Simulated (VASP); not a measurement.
Set up this calculation in VASP 6.6.1, as the native input.

```yaml
Task: single point
Functional: PBEsol
Potentials_or_basis: VASP PAW PBE potentials, release 64 (Y_sv, Sc_sv, I)
Cutoff: 520 eV
k_mesh: 4 × 4 × 2
Occupations: fermi-dirac, width 0.03 eV
Spin: no spin polarisation
Dipole_correction: no
Further_INCAR_settings: ALGO = Normal; EDIFF = 1e-06; NBANDS = 42
```

The structure of YScI6 lies in POSCAR:

```
YScI6
1.0
    4.1476011851     -4.1332218599      0.0002884934
    4.1476011851      4.1332218599      0.0002884934
   -0.0008364941      0.0000000000     11.5560986643
Y Sc I
1 1 6
Direct
    1.0004096496      1.0004096496      0.7417402199
    0.0300740422      0.0300740422      0.2417586634
    0.5012127581     -0.0055289902      0.2417443674
   -0.0055289902      0.5012127581      0.2417443674
    0.4988360316      0.9991477545      0.7417571730
    0.9991477545      0.4988360316      0.7417571730
   -0.0120826831     -0.0120826831      0.4842192902
   -0.0120675726     -0.0120675726      0.9992797259
```

These files were run (other wordings do the same):

INCAR

```
SYSTEM = YScI6
PREC     = Accurate       ! precision mode
ENCUT    = 520            ! plane-wave cutoff, eV
EDIFF    = 1E-6           ! SCF threshold, eV
ISMEAR   = -1             ! smearing method
SIGMA    = 0.03           ! smearing width, eV
LREAL    = .FALSE.        ! projectors in reciprocal space
LASPH    = .TRUE.         ! aspherical terms in the spheres
NELM     = 80             ! most SCF steps
ALGO     = Normal         ! electronic algorithm
ISIF     = 2              ! what is computed and relaxed
LWAVE    = .FALSE.        ! write WAVECAR
LCHARG   = .FALSE.        ! write CHGCAR
GGA      = PS             ! functional
NBANDS   = 42             ! bands
```

KPOINTS

```
Automatic mesh
0
G
  4 4 2
  0 0 0
```

Potentials or basis: VASP PAW PBE potentials, release 64 (Y_sv, Sc_sv, I).

Launch:

```bash
$ cat potpaw_PBE.64/Y_sv/POTCAR potpaw_PBE.64/Sc_sv/POTCAR potpaw_PBE.64/I/POTCAR > POTCAR
$ mpirun -np 1 vasp_std > vasp.out
```

Results of the run:

```yaml
Pressure: 0.0 GPa
Largest_force: 0.012 eV/Å
Band_gap_on_the_k_mesh: 1.46 eV (least direct gap 1.60 eV)
```

Caveat: the PAW data sets were made with another functional, which shifts forces and pressure a little; spin-orbit coupling is left out, which moves the levels of the heavy elements.

Run time: 8.5 min on 1 thread of Intel Xeon 8259CL (shared host), peak memory 0.63 GiB.
